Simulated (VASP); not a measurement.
# Sb2Pt (Fm-3m) in VASP: a series of runs

Sb2Pt is run at these levels: PBE; tasks: single point, relaxation of cell and atoms.

Everything below comes from runs of VASP 6.6.1. Logs are shortened: lines on timing, memory, paths and dates and some standing lists are left out, and cuts for length are marked.

## 1. The cell of the first run

It takes space group Fm-3m (No. 225, cubic). Conventional cell: a = 6.419 Å, b = 6.419 Å, c = 6.419 Å, α = 90.00°, β = 90.00°, γ = 90.00°. Within 3.7 Å of Sb (site symmetry -43m) lie 4 Pt at 2.78 Å and 6 Sb at 3.21 Å. Pt (site symmetry m-3m) has 8 Sb at 2.78 Å within 3.7 Å.

## 2. Single point, PBE

Input file INCAR:

```
PREC = Accurate
ENCUT = 520
EDIFF = 1E-6
ISMEAR = 0
SIGMA = 0.1
LREAL = False
LASPH = True
NELM = 80
ALGO = Normal
ISIF = 2
LWAVE = False
LCHARG = False
GGA = PE
NBANDS = 17
```

Input file KPOINTS:

```
Automatic mesh
0
Gamma
  6 6 6
```

Input file POSCAR:

```
Sb2Pt
1.0
    0.0000000000      3.2096699065      3.2096699065
    3.2096699065      0.0000000000      3.2096699065
    3.2096699065      3.2096699065      0.0000000000
Sb Pt
2 1
Direct
    0.2500000000      0.2500000000      0.2500000000
    0.7500000000      0.7500000000      0.7500000000
    0.0000000000      0.0000000000      0.0000000000
```

Potentials or basis: VASP PAW PBE potentials, release 64 (Sb, Pt).

Run with:

```bash
$ cat potpaw_PBE.64/Sb/POTCAR potpaw_PBE.64/Pt/POTCAR > POTCAR
$ mpirun -np 1 vasp_std > vasp.out
```

OUTCAR:

```text
PREC = Accurate
   ENCUT = 520
   EDIFF = 1E-6
   ISMEAR = 0
   LREAL = False
   LASPH = True
   NELM = 80
   ISIF = 2
   GGA = PE

 ion  position               nearest neighbor table
   1  0.250  0.250  0.250-   3 2.78   3 2.78   3 2.78   3 2.78   2 3.21   2 3.21   2 3.21   2 3.21
                             2 3.21   2 3.21
   2  0.750  0.750  0.750-   3 2.78   3 2.78   3 2.78   3 2.78   1 3.21   1 3.21   1 3.21   1 3.21
                             1 3.21   1 3.21
   3  0.000  0.000  0.000-   2 2.78   2 2.78   2 2.78   1 2.78   1 2.78   1 2.78   2 2.78   1 2.78

  LATTYP: Found a face centered cubic cell.
 ALAT       =     6.4193398130

  Lattice vectors:

 A1 = (   0.0000000000,   3.2096699065,   3.2096699065)
 A2 = (   3.2096699065,   0.0000000000,   3.2096699065)
 A3 = (   3.2096699065,   3.2096699065,   0.0000000000)

Analysis of symmetry for initial positions (statically):
=====================================================================
 Subroutine PRICEL returns:
 Original cell was already a primitive cell.

 Routine SETGRP: Setting up the symmetry group for a
 face centered cubic supercell.

 Subroutine GETGRP returns: Found 48 space group operations
 (whereof 48 operations were pure point group operations)
 out of a pool of 48 trial point group operations.

The static configuration has the point symmetry O_h .

Analysis of symmetry for dynamics (positions and initial velocities):
=====================================================================
 Subroutine PRICEL returns:
 Original cell was already a primitive cell.

 Routine SETGRP: Setting up the symmetry group for a
 face centered cubic supercell.

 Subroutine GETGRP returns: Found 48 space group operations
 (whereof 48 operations were pure point group operations)
 out of a pool of 48 trial point group operations.

The dynamic configuration has the point symmetry O_h .

 Subroutine INISYM returns: Found 48 space group operations
 (whereof 48 operations are pure point group operations),
 and found     1 'primitive' translations

----------------------------------------------------------------------------------------

                                     Primitive cell

  volume of cell :      66.1319

  direct lattice vectors                    reciprocal lattice vectors
     0.000000000  3.209669906  3.209669906    -0.155779259  0.155779259  0.155779259
     3.209669906  0.000000000  3.209669906     0.155779259 -0.155779259  0.155779259
     3.209669906  3.209669906  0.000000000     0.155779259  0.155779259 -0.155779259

  length of vectors
     4.539158713  4.539158713  4.539158713     0.269817592  0.269817592  0.269817592

  position of ions in fractional coordinates (direct lattice)
     0.250000000  0.250000000  0.250000000
     0.750000000  0.750000000  0.750000000
     0.000000000  0.000000000  0.000000000

  ion indices of the primitive-cell ions
   primitive index   ion index
                 1           1
                 2           2
                 3           3

----------------------------------------------------------------------------------------

 KPOINTS: Automatic mesh

Automatic generation of k-mesh.
 Grid dimensions read from file:
 generate k-points for:    6    6    6

 Generating k-lattice:

  Cartesian coordinates                     Fractional coordinates (reciprocal lattice)
    -0.025963210  0.025963210  0.025963210     0.166666667  0.000000000  0.000000000
     0.025963210 -0.025963210  0.025963210     0.000000000  0.166666667  0.000000000
     0.025963210  0.025963210 -0.025963210     0.000000000  0.000000000  0.166666667

  Length of vectors
     0.044969599  0.044969599  0.044969599

  Shift w.r.t. Gamma in fractional coordinates (k-lattice)
     0.000000000  0.000000000  0.000000000

 Subroutine IBZKPT returns following result:
 ===========================================

 Found     16 irreducible k-points:

 Following reciprocal coordinates:
            Coordinates               Weight
  0.000000  0.000000  0.000000      1.000000
  0.166667  0.000000  0.000000      8.000000
  0.333333  0.000000  0.000000      8.000000
  0.500000  0.000000  0.000000      4.000000
  0.166667  0.166667  0.000000      6.000000
  0.333333  0.166667  0.000000     24.000000
[... 8 lines left out ...]
 -0.333333  0.333333  0.166667     24.000000
 -0.333333  0.500000  0.166667     12.000000
   k-points           NKPTS =     16   k-points in BZ     NKDIM =     16   number of bands    NBANDS=     17
   number of dos      NEDOS =    301   number of ions     NIONS =      3
   total plane-waves  NPLWV =  46656
   dimension x,y,z NGX =    36 NGY =   36 NGZ =   36
   dimension x,y,z NGXF=    72 NGYF=   72 NGZF=   72
   ions per type =               2   1
   NGX,Y,Z   is equivalent  to a cutoff of  13.18, 13.18, 13.18 a.u.
   NGXF,Y,Z  is equivalent  to a cutoff of  26.37, 26.37, 26.37 a.u.
 SYSTEM =  unknown system
   PREC   = accura    normal or accurate (medium, high low for compatibility)
   ISTART =      0    job   : 0-new  1-cont  2-samecut
   ICHARG =      2    charge: 1-file 2-atom 10-const
   ISPIN  =      1    spin polarized calculation?
   LNONCOLLINEAR =      F non collinear calculations
   LSORBIT =      F    spin-orbit coupling
   LASPH  =      T    aspherical Exc in radial PAW
   ENCUT  =  520.0 eV  38.22 Ry    6.18 a.u.   8.44  8.44  8.44*2*pi/ulx,y,z
   NELM   =     80;   NELMIN=  2; NELMDL= -5     # of ELM steps
   EDIFF  = 0.1E-05   stopping-criterion for ELM
   LREAL  =      F    real-space projection
   EDIFFG = 0.1E-04   stopping-criterion for IOM
   NSW    =      0    number of steps for IOM
   IBRION =     -1    ionic relax: 0-MD 1-quasi-New 2-CG
   NFREE  =      0    steps in history (QN), initial steepest desc. (CG)
   ISIF   =      2    stress and relaxation
   ISYM   =      2    0-nonsym 1-usesym 2-fastsym
   POTIM  = 0.5000    time-step for ionic-motion
   TEBEG  =    0.0;   TEEND  =   0.0 temperature during run
   PSTRESS=    0.0 pullay stress
   NELECT =      20.0000    total number of electrons
   NUPDOWN=      -1.0000    fix difference up-down
   EMIN   =  10.00;   EMAX   =-10.00  energy-range for DOS
   EFERMI =   0.00;   METHOD = LEGACY
   ISMEAR =     0;   SIGMA  =   0.10  broadening in eV -4-tet -1-fermi 0-gaus
   EFERMI_NEDOS =   21; number of points for ismear=-14 and -15
   IALGO  =     38    algorithm
   IMIX   =      4    mixing-type and parameters
     AMIX     =   0.40;   BMIX     =  1.00
     AMIX_MAG =   1.60;   BMIX_MAG =  1.00
  volume/ion in A,a.u.               =      22.04       148.76
  Fermi-wavevector in a.u.,A,eV,Ry     =   1.098874  2.076570 16.429354  1.207523
  Thomas-Fermi vector in A             =   2.235259
   LORBIT       =      0    0 simple, 1 ext, 2 COOP (PROOUT), +10 PAW based schemes
   GGA     = PE    functional components
   LHFCALC =     F    Hartree Fock is set to
   AEXX    =    0.0000 exact exchange contribution
   IVDW    =     0    specifies the selected vdW correction
   LEPSILON=     F    determine dielectric tensor
   LRPA    =     F    only Hartree local field effects (RPA)
 non-spin polarized calculation
 Gauss-broadening in eV      SIGMA  =   0.10
  energy-cutoff  :      520.00
  volume of cell :       66.13
 maximum number of plane-waves:      1807
 NGX is ok and might be reduce to    36
   NGX = 17   NGY = 17   NGZ = 17

 number of electron      20.0000001 magnetization

 Free energy of the ion-electron system (eV)
  ---------------------------------------------------
  ext. energy  EPLUGINS =         0.00000000
  ---------------------------------------------------
  free energy    TOTEN  =       -14.95863168 eV

  energy without entropy =      -14.94612210  energy(sigma->0) =      -14.95237689

 E-fermi :  10.0814     XC(G=0): -10.9625

 val. band max:       10.0468081428   @ k =  -0.3333   0.3333   0.1667
 cond. band min:      10.1280570888   @ k =  -0.3333   0.1667   0.0000
 fundamental gap:      0.0812489460
 Fermi energy:        10.0814299283

 k-point     1 :       0.0000    0.0000    0.0000
  band No.  band energies     occupation
      1      -3.4899      2.00000
      2       3.8971      2.00000
      3       3.9182      2.00000
      4       3.9182      2.00000
      5       3.9182      2.00000
      6       6.0614      2.00000
[... 9 lines left out ...]
     16      12.9223      0.00000
     17      13.5978      0.00000

 k-point     2 :       0.1667    0.0000    0.0000
  band No.  band energies     occupation
      1      -3.1813      2.00000
      2       2.1534      2.00000
      3       4.0684      2.00000
      4       4.0684      2.00000
      5       5.8238      2.00000
      6       5.9735      2.00000
[... 9 lines left out ...]
     16      13.8308      0.00000
     17      16.4295      0.00000

 k-point     3 :       0.3333    0.0000    0.0000
  band No.  band energies     occupation
      1      -2.3074      2.00000
      2       0.6100      2.00000
      3       4.3724      2.00000
      4       4.3724      2.00000
      5       5.9524      2.00000
      6       5.9524      2.00000
[... 9 lines left out ...]
     16      15.5938      0.00000
     17      19.1916      0.00000

 k-point     4 :       0.5000    0.0000    0.0000
  band No.  band energies     occupation
      1      -1.3086      2.00000
      2      -0.5615      2.00000
      3       4.5018      2.00000
      4       4.5018      2.00000
      5       5.2398      2.00000
      6       6.1391      2.00000
[... 9 lines left out ...]
     16      16.9044      0.00000
     17      16.9044      0.00000
[... 183 lines left out ...]
      1      -1.5763      2.00000
      2       0.3838      2.00000
      3       4.0190      2.00000
      4       4.1067      2.00000
      5       4.8568      2.00000
      6       5.6845      2.00000
[... 9 lines left out ...]
     16      17.5874      0.00000
     17      18.2899      0.00000

 k-point    15 :      -0.3333    0.3333    0.1667
  band No.  band energies     occupation
      1      -0.6299      2.00000
      2      -0.3606      2.00000
      3       3.4210      2.00000
      4       3.8421      2.00000
      5       5.1221      2.00000
      6       5.7516      2.00000
[... 9 lines left out ...]
     16      18.5506      0.00000
     17      19.1047      0.00000

 k-point    16 :      -0.3333    0.5000    0.1667
  band No.  band energies     occupation
      1      -0.5730      2.00000
      2       0.0559      2.00000
      3       2.5300      2.00000
      4       4.0270      2.00000
      5       5.5269      2.00000
      6       5.6583      2.00000
[... 9 lines left out ...]
     16      18.0002      0.00000
     17      18.9225      0.00000

------------------------ aborting loop because EDIFF is reached ----------------------------------------

  FORCE on cell =-STRESS in cart. coord.  units (eV):
  Direction    XX          YY          ZZ          XY          YZ          ZX
  --------------------------------------------------------------------------------------
  -------------------------------------------------------------------------------------
  Total        5.1830300      5.1830300      5.1830300     -0.0000000     -0.0000000      0.0000000
  in kB      125.5692198    125.5692198    125.5692198     -0.0000000     -0.0000000      0.0000000
  external PRESSURE =     125.5692198 kB  Pullay stress =       0.0000000 kB

 VOLUME and BASIS-vectors are now :
 -----------------------------------------------------------------------------
  energy-cutoff  :      520.00
  volume of cell :       66.13
      direct lattice vectors                 reciprocal lattice vectors
     0.000000000  3.209669906  3.209669906    -0.155779259  0.155779259  0.155779259
     3.209669906  0.000000000  3.209669906     0.155779259 -0.155779259  0.155779259
     3.209669906  3.209669906  0.000000000     0.155779259  0.155779259 -0.155779259

 POSITION                                       TOTAL-FORCE (eV/Angst)
 -----------------------------------------------------------------------------------
      1.60483      1.60483      1.60483        -0.000000     -0.000000      0.000000
      4.81450      4.81450      4.81450         0.000000      0.000000      0.000000
      0.00000      0.00000      0.00000        -0.000000      0.000000     -0.000000
 -----------------------------------------------------------------------------------
    total drift:                               -0.000000      0.000000      0.000000

  FREE ENERGIE OF THE ION-ELECTRON SYSTEM (eV)
  ---------------------------------------------------
  free  energy   TOTEN  =       -14.9586316785 eV

  energy  without entropy=      -14.9461221046  energy(sigma->0) =      -14.95237689
```

Run time: 11 s. Hardware: 1 thread of Intel Xeon 6975P-C (Granite Rapids), shared host; peak memory 0.2 GiB.

Results:

```
Free energy            : -14.9586 eV
Pressure               : 12.6 GPa
Band gap on the k mesh : zero (bands 10 and 11 overlap by 1.77 eV)
```

Levels at points of the mesh, in eV from the Fermi level:
| k point | band 6 | band 7 | band 8 | band 9 | band 10 | band 11 | band 12 | band 13 | band 14 | band 15 |
| --- | --- | --- | --- | --- | --- | --- | --- | --- | --- | --- |
| (0.00, 0.00, 0.00) | -4.02 | -4.02 | 1.13 | 1.13 | 1.13 | 1.15 | 1.15 | 1.15 | 2.84 | 2.84 |
| (0.50, 0.00, 0.00) | -3.94 | -3.94 | -2.25 | -2.25 | -1.21 | -0.64 | 1.48 | 1.48 | 6.18 | 6.68 |
| (0.50, 0.50, 0.00) | -4.43 | -4.43 | -4.01 | -3.81 | -1.68 | 1.39 | 4.88 | 4.88 | 4.90 | 6.99 |

Caveat: the cell stands under pressure; spin-orbit coupling is left out, which moves the levels of the heavy elements.

(Part 1 of 2 ends here.)

The gap in the log of VASP goes by the Fermi energy; the results here count the filled bands.